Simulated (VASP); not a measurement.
# Mg: single point with LDA

Crystal: Mg.

```
Mg
1.0
     0.00000    3.39053    3.39053
     3.39053    0.00000    3.39053
     3.39053    3.39053    0.00000
Mg
2
Direct
  0.12500 0.12500 0.12500
  0.87500 0.87500 0.87500
```

This cell differs from its parent crystal: volume scaled by 1.04.

```
Program             : VASP 6.6.1
Task                : single point
Functional          : LDA
Potentials or basis : VASP PAW LDA potentials, release 64 (Mg)
Cutoff              : 520 eV
k mesh              : 9 × 9 × 9
Occupations         : fermi-dirac, width 0.1 eV
Spin                : no spin polarisation
```

| Item | Value |
| --- | --- |
| Pressure | -0.5 GPa |
| Band gap on the k mesh | zero (band 2 reaches 3.31 eV, above the bottom of band 3 at -0.41 eV) |

Levels at points of the mesh, in eV from the Fermi level:
```tsv
k point	band 1	band 2	band 3	band 4	band 5	band 6	band 7
(0.00, 0.00, 0.00)	-5.03	3.25	3.25	3.25	4.33	4.33	4.33
```

It took 12 s on 1 thread of Intel(R) Xeon(R) Platinum 8375C CPU @ 2.90GHz (Ice Lake), with other jobs on the host, peak memory 0.17 GiB.
